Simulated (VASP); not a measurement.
# Ga16N15 (a cell with a defect) in VASP: electric field gradients with PBE

Aim: the electric field gradients of Ga16N15 (a cell with a defect) with PBE.

Program: VASP 6.6.1. These are calculated values, not measurements. Logs are shortened: lines on timing, memory, paths and dates and some standing lists are left out, and cuts for length are marked.

### 1 The cell of the first run

The cell holds a defect, 31 atoms: a = 6.360 Å, b = 6.360 Å, c = 10.332 Å, α = 90.00°, β = 90.00°, γ = 120.00°.

### 2 Electric field gradients, PBE (atoms taken out)

The input, INCAR:

```
ALGO     = Normal         # electronic algorithm
EDIFF    = 1E-8           # SCF threshold, eV
ENCUT    = 520            # plane-wave cutoff, eV
GGA      = PE             # functional
ISIF     = 2              # what is computed and relaxed
ISMEAR   = -1             # smearing method
LASPH    = T              # aspherical terms in the spheres
LCHARG   = F              # write CHGCAR
LEFG     = T            
LREAL    = Auto         
LWAVE    = F              # write WAVECAR
NBANDS   = 162            # bands
NELECT   = 280.0        
NELM     = 80             # most SCF steps
PREC     = Accurate       # precision mode
SIGMA    = 0.01           # smearing width, eV
```

The input, KPOINTS:

```
k-points
0
Gamma
  4 4 2
```

The input, POSCAR:

```
Ga16N15
1.0
    6.3600000000      0.0000000000      0.0000000000
   -3.1800000000      5.5079215680      0.0000000000
    0.0000000000      0.0000000000     10.3320000000
Ga N
16 15
Direct
    0.1666666666      0.3333333334      0.0000000000
    0.1666666666      0.3333333334      0.5000000000
    0.1666666666      0.8333333334      0.0000000000
    0.1666666666      0.8333333334      0.5000000000
    0.6666666666      0.3333333334      0.0000000000
    0.6666666666      0.3333333334      0.5000000000
    0.6666666666      0.8333333334      0.0000000000
    0.6666666666      0.8333333334      0.5000000000
    0.3333333334      0.1666666666      0.2500000000
    0.3333333334      0.1666666666      0.7500000000
    0.3333333334      0.6666666666      0.2500000000
    0.3333333334      0.6666666666      0.7500000000
    0.8333333334      0.1666666666      0.2500000000
    0.8333333334      0.1666666666      0.7500000000
    0.8333333334      0.6666666666      0.2500000000
    0.8333333334      0.6666666666      0.7500000000
    0.1666666666      0.3333333334      0.6875000000
    0.1666666666      0.8333333334      0.1875000000
    0.1666666666      0.8333333334      0.6875000000
    0.6666666666      0.3333333334      0.1875000000
    0.6666666666      0.3333333334      0.6875000000
    0.6666666666      0.8333333334      0.1875000000
    0.6666666666      0.8333333334      0.6875000000
    0.3333333334      0.1666666666      0.4375000000
    0.3333333334      0.1666666666      0.9375000000
    0.3333333334      0.6666666666      0.4375000000
    0.3333333334      0.6666666666      0.9375000000
    0.8333333334      0.1666666666      0.4375000000
    0.8333333334      0.1666666666      0.9375000000
    0.8333333334      0.6666666666      0.4375000000
    0.8333333334      0.6666666666      0.9375000000
```

Potentials or basis: VASP PAW PBE potentials, release 64 (Ga_d, N).

Launch:

```console
> cat potpaw_PBE.64/Ga_d/POTCAR potpaw_PBE.64/N/POTCAR > POTCAR
> mpirun -np 1 vasp_std > vasp.out
```

OUTCAR:

```text
EDIFF = 1E-8
   ENCUT = 520
   GGA = PE
   ISIF = 2
   ISMEAR = -1
   LASPH = T
   LREAL = Auto
   NELECT = 280.0
   NELM = 80
   PREC = Accurate

 ion  position               nearest neighbor table
   1  0.167  0.333  0.000-  27 1.95  29 1.95  25 1.95
   2  0.167  0.333  0.500-  17 1.94  26 1.95  28 1.95  24 1.95
   3  0.167  0.833  0.000-  18 1.94  25 1.95  31 1.95  27 1.95
   4  0.167  0.833  0.500-  19 1.94  24 1.95  30 1.95  26 1.95
   5  0.667  0.333  0.000-  20 1.94  31 1.95  25 1.95  29 1.95
   6  0.667  0.333  0.500-  21 1.94  30 1.95  24 1.95  28 1.95
   7  0.667  0.833  0.000-  22 1.94  29 1.95  27 1.95  31 1.95
   8  0.667  0.833  0.500-  23 1.94  28 1.95  26 1.95  30 1.95
   9  0.333  0.167  0.250-  24 1.94  18 1.95  20 1.95
  10  0.333  0.167  0.750-  25 1.94  19 1.95  21 1.95  17 1.95
  11  0.333  0.667  0.250-  26 1.94  22 1.95  18 1.95
  12  0.333  0.667  0.750-  27 1.94  17 1.95  23 1.95  19 1.95
  13  0.833  0.167  0.250-  28 1.94  22 1.95  20 1.95
  14  0.833  0.167  0.750-  29 1.94  23 1.95  17 1.95  21 1.95
  15  0.833  0.667  0.250-  30 1.94  20 1.95  18 1.95  22 1.95
  16  0.833  0.667  0.750-  31 1.94  21 1.95  19 1.95  23 1.95
  17  0.167  0.333  0.688-   2 1.94  12 1.95  14 1.95  10 1.95
  18  0.167  0.833  0.188-   3 1.94   9 1.95  15 1.95  11 1.95
  19  0.167  0.833  0.688-   4 1.94  10 1.95  16 1.95  12 1.95
[... 10 lines left out ...]
  30  0.833  0.667  0.438-  15 1.94   6 1.95   4 1.95   8 1.95
  31  0.833  0.667  0.938-  16 1.94   5 1.95   3 1.95   7 1.95

  LATTYP: Found a hexagonal cell.
 ALAT       =     6.3600000000
 C/A-ratio  =     1.6245283019

  Lattice vectors:

 A1 = (   6.3600000000,   0.0000000000,   0.0000000000)
 A2 = (  -3.1800000000,   5.5079215680,   0.0000000000)
 A3 = (   0.0000000000,   0.0000000000,  10.3320000000)

Analysis of symmetry for initial positions (statically):
=====================================================================
 Subroutine PRICEL returns:
 Original cell was already a primitive cell.

 Routine SETGRP: Setting up the symmetry group for a
 hexagonal supercell.

 Subroutine GETGRP returns: Found  6 space group operations
 (whereof  2 operations were pure point group operations)
 out of a pool of 24 trial point group operations.

The static configuration has the point symmetry C_1h.
 The point group associated with its full space group is C_3v.

Analysis of symmetry for dynamics (positions and initial velocities):
=====================================================================
 Subroutine PRICEL returns:
 Original cell was already a primitive cell.

 Routine SETGRP: Setting up the symmetry group for a
 hexagonal supercell.

 Subroutine GETGRP returns: Found  6 space group operations
 (whereof  2 operations were pure point group operations)
 out of a pool of 24 trial point group operations.

The dynamic configuration has the point symmetry C_1h.
 The point group associated with its full space group is C_3v.

 Subroutine INISYM returns: Found  6 space group operations
 (whereof  2 operations are pure point group operations),
 and found     1 'primitive' translations

----------------------------------------------------------------------------------------

                                     Primitive cell

  volume of cell :     361.9339

  direct lattice vectors                    reciprocal lattice vectors
     6.360000000  0.000000000  0.000000000     0.157232704  0.090778344  0.000000000
    -3.180000000  5.507921568  0.000000000     0.000000000  0.181556688  0.000000000
     0.000000000  0.000000000 10.332000000     0.000000000  0.000000000  0.096786682

  length of vectors
     6.360000000  6.360000000 10.332000000     0.181556688  0.181556688  0.096786682

  position of ions in fractional coordinates (direct lattice)
     0.166666667  0.333333333  0.000000000
     0.166666667  0.333333333  0.500000000
     0.166666667  0.833333333  0.000000000
     0.166666667  0.833333333  0.500000000
     0.666666667  0.333333333  0.000000000
     0.666666667  0.333333333  0.500000000
[... 23 lines left out ...]
     0.833333333  0.666666667  0.437500000
[... 98 lines left out ...]
   POTIM  = 0.5000    time-step for ionic-motion
   TEBEG  =    0.0;   TEEND  =   0.0 temperature during run
   PSTRESS=    0.0 pullay stress
   NELECT =     280.0000    total number of electrons
   NUPDOWN=      -1.0000    fix difference up-down
   EMIN   =  10.00;   EMAX   =-10.00  energy-range for DOS
   EFERMI =   0.00;   METHOD = LEGACY
   ISMEAR =    -1;   SIGMA  =   0.01  broadening in eV -4-tet -1-fermi 0-gaus
   EFERMI_NEDOS =   21; number of points for ismear=-14 and -15
   IALGO  =     38    algorithm
   IMIX   =      4    mixing-type and parameters
     AMIX     =   0.40;   BMIX     =  1.00
     AMIX_MAG =   1.60;   BMIX_MAG =  1.00
  volume/ion in A,a.u.               =      11.68        78.79
  Fermi-wavevector in a.u.,A,eV,Ry     =   1.502857  2.839989 30.729849  2.258580
  Thomas-Fermi vector in A             =   2.614043
   LORBIT       =      0    0 simple, 1 ext, 2 COOP (PROOUT), +10 PAW based schemes
   GGA     = PE    functional components
   LHFCALC =     F    Hartree Fock is set to
   AEXX    =    0.0000 exact exchange contribution
   IVDW    =     0    specifies the selected vdW correction
   LEPSILON=     F    determine dielectric tensor
   LRPA    =     F    only Hartree local field effects (RPA)
 non-spin polarized calculation
  energy-cutoff  :      520.00
  volume of cell :      361.93
 maximum number of plane-waves:      9768
 NGX is ok and might be reduce to    48
   NGX = 23   NGY = 23   NGZ = 39

 number of electron     280.0000014 magnetization

 Free energy of the ion-electron system (eV)
  ---------------------------------------------------
  ext. energy  EPLUGINS =         0.00000000
  ---------------------------------------------------
  free energy    TOTEN  =      -199.81968974 eV

  energy without entropy =     -199.81213379  energy(sigma->0) =     -199.81591176

 E-fermi :   4.7631     XC(G=0): -11.5144

 val. band max:        4.7580531050   @ k =   0.5000   0.0000   0.5000
 cond. band min:       4.7672872974   @ k =   0.5000   0.0000   0.0000
 fundamental gap:      0.0092341925
 Fermi energy:         4.7630929105

 k-point     1 :       0.0000    0.0000    0.0000
  band No.  band energies     occupation
      1     -10.7584      2.00000
      2     -10.2804      2.00000
      3     -10.2330      2.00000
      4     -10.0684      2.00000
      5     -10.0684      2.00000
      6      -9.9026      2.00000
[... 1229 lines left out ...]
    151      11.1625      0.00000
    152      11.3070      0.00000
 [bands above 152 left out]

------------------------ aborting loop because EDIFF is reached ----------------------------------------

  FORCE on cell =-STRESS in cart. coord.  units (eV):
  Direction    XX          YY          ZZ          XY          YZ          ZX
  --------------------------------------------------------------------------------------
  -------------------------------------------------------------------------------------
  Total      -18.5825230    -18.5825230    -13.9728448      0.0000000      0.0000000      0.0000000
  in kB      -82.2594878    -82.2594878    -61.8537672      0.0000000      0.0000000      0.0000000
  external PRESSURE =     -75.4575810 kB  Pullay stress =       0.0000000 kB

 VOLUME and BASIS-vectors are now :
 -----------------------------------------------------------------------------
  energy-cutoff  :      520.00
  volume of cell :      361.93
      direct lattice vectors                 reciprocal lattice vectors
     6.360000000  0.000000000  0.000000000     0.157232704  0.090778344  0.000000000
    -3.180000000  5.507921568  0.000000000     0.000000000  0.181556688  0.000000000
     0.000000000  0.000000000 10.332000000     0.000000000  0.000000000  0.096786682

 POSITION                                       TOTAL-FORCE (eV/Angst)
 -----------------------------------------------------------------------------------
     -0.00000      1.83597      0.00000         0.000000     -0.000000     -1.330469
     -0.00000      1.83597      5.16600         0.000000     -0.000000      0.284298
     -1.59000      4.58993      0.00000        -0.148757     -0.085885     -0.307539
     -1.59000      4.58993      5.16600        -0.271153     -0.156550     -0.066800
      3.18000      1.83597      0.00000         0.000000      0.171770     -0.307539
      3.18000      1.83597      5.16600         0.000000      0.313100     -0.066800
[... 23 lines left out ...]
      3.18000      3.67195      4.52025         0.000000     -0.000000      0.009404
      3.18000      3.67195      9.68625         0.000000     -0.000000      0.083738
 -----------------------------------------------------------------------------------
    total drift:                                0.000001     -0.000010     -0.002849

  FREE ENERGIE OF THE ION-ELECTRON SYSTEM (eV)
  ---------------------------------------------------
  free  energy   TOTEN  =      -199.8196897429 eV

  energy  without entropy=     -199.8121337856  energy(sigma->0) =     -199.81591176

 Electric field gradients (V/A^2)
---------------------------------------------------------------------
 ion       V_xx      V_yy      V_zz      V_xy      V_xz      V_yz
---------------------------------------------------------------------
   1     -73.009   -73.005   146.014     0.004    -0.000     0.000
   2       3.108     3.112    -6.220     0.004    -0.000     0.000
   3       0.758     2.297    -3.055    -1.326    -1.310    -0.757
   4       2.521     5.345    -7.866    -2.438    -2.326    -1.343
   5       3.060    -0.005    -3.055     0.004    -0.000     1.513
   6       6.751     1.116    -7.866     0.004    -0.000     2.686
[... 23 lines left out ...]
  30       3.437     3.436    -6.873    -0.001     0.000    -0.000
  31       4.034     4.033    -8.067    -0.001     0.000    -0.000
---------------------------------------------------------------------

 Electric field gradients after diagonalization (V/A^2)
 (convention: |V_zz| > |V_xx| > |V_yy|)
----------------------------------------------------------------------
 ion       V_xx      V_yy      V_zz     asymmetry (V_yy - V_xx)/ V_zz
----------------------------------------------------------------------
   1     -73.011   -73.002   146.014       0.000
   2       3.114     3.105    -6.220       0.001
   3       3.060     0.618    -3.678       0.664
   4       6.751     1.858    -8.608       0.568
   5       3.060     0.618    -3.678       0.664
   6       6.751     1.858    -8.608       0.568
[... 23 lines left out ...]
  30       3.437     3.435    -6.873       0.000
  31       4.034     4.032    -8.067       0.000
----------------------------------------------------------------------

           NMR quadrupolar parameters

 Cq : quadrupolar parameter    Cq=e*Q*V_zz/h
 eta: asymmetry parameters     (V_yy - V_xx)/ V_zz
 Q  : nuclear electric quadrupole moment in mb (millibarn)
----------------------------------------------------------------------
 ion       Cq(MHz)       eta       Q (mb)
----------------------------------------------------------------------
   1       0.353       0.000       1.000
   2      -0.015       0.001       1.000
   3      -0.009       0.664       1.000
   4      -0.021       0.568       1.000
   5      -0.009       0.664       1.000
   6      -0.021       0.568       1.000
[... 23 lines left out ...]
  30      -0.017       0.000       1.000
  31      -0.020       0.000       1.000
----------------------------------------------------------------------
```

Wall time 22 min (1 thread of Intel Xeon Platinum 8488C (Sapphire Rapids), shared host); peak memory 0.59 GiB.

What came out:

- Free energy: -199.8197 eV
- Largest force: 1.330 eV/Å
- Largest electric field gradient by atom: Ga +146.0, -6.2, -3.7, -8.6, +135.8, +3.8, -10.2, -11.1 (each value once); N -8.5, +33.4, -7.7, +18.0, +19.6, -6.9, -8.1 (each value once) V/Å²

Forces on the atoms (eV/Å):
```
Ga   0.000  0.000 -1.330
Ga   0.000  0.000  0.284
Ga  -0.149 -0.086 -0.308
Ga  -0.271 -0.157 -0.067
Ga   0.000  0.172 -0.308
Ga   0.000  0.313 -0.067
Ga   0.149 -0.086 -0.308
Ga   0.271 -0.157 -0.067
Ga   0.940 -0.543  0.484
Ga  -0.162  0.094 -0.299
Ga   0.000  1.086  0.484
Ga   0.000 -0.188 -0.299
Ga  -0.940 -0.543  0.484
Ga   0.162  0.094 -0.299
Ga   0.000  0.000  0.228
Ga   0.000  0.000  0.062
N    0.000  0.000  0.086
N   -0.127 -0.073 -0.087
N    0.107  0.062  0.063
N    0.000  0.147 -0.087
N    0.000 -0.123  0.063
N    0.127 -0.073 -0.087
N   -0.107  0.062  0.063
N   -0.312  0.180 -0.393
N   -0.196  0.113  0.797
N    0.000 -0.361 -0.393
N    0.000 -0.226  0.797
N    0.312  0.180 -0.393
N    0.196  0.113  0.797
N    0.000  0.000  0.009
N    0.000  0.000  0.084
```

Electric field gradients, principal values (V/Å²):
```
 atom    least   middle  greatest (by size)
 1 Ga  -73.002  -73.011             146.014
 2 Ga    3.105    3.114              -6.220
 3 Ga    0.618    3.060              -3.678
 4 Ga    1.858    6.751              -8.608
 5 Ga    0.618    3.060              -3.678
 6 Ga    1.858    6.751              -8.608
 7 Ga    0.612    3.067              -3.679
 8 Ga    1.852    6.757              -8.609
 9 Ga  -59.183  -76.660             135.844
10 Ga   -0.254   -3.590               3.845
11 Ga  -59.190  -76.660             135.850
12 Ga   -0.261   -3.584               3.845
13 Ga  -59.190  -76.660             135.850
14 Ga   -0.261   -3.584               3.845
15 Ga    5.103    5.112             -10.215
16 Ga    5.533    5.542             -11.076
 17 N    4.232    4.234              -8.466
 18 N  -14.671  -18.772              33.443
 19 N    3.170    4.526              -7.696
 20 N  -14.671  -18.772              33.443
 21 N    3.170    4.526              -7.696
 22 N  -14.669  -18.772              33.441
 23 N    3.168    4.528              -7.696
 24 N   -6.894  -11.086              17.980
 25 N   -6.769  -12.832              19.601
 26 N   -6.892  -11.087              17.979
 27 N   -6.767  -12.833              19.600
 28 N   -6.892  -11.087              17.979
 29 N   -6.767  -12.833              19.600
 30 N    3.435    3.437              -6.873
 31 N    4.032    4.034              -8.067
```

Caveat: the cell carries a net charge on a neutralising background, which shifts energy and pressure; the cell differs from its parent crystal (atoms taken out); the cell is charged against a uniform background, so pressure and absolute levels hang on convention; without QUAD_EFG the Cq values of the log hold for a quadrupole moment of 1 mb, not for the nuclei.
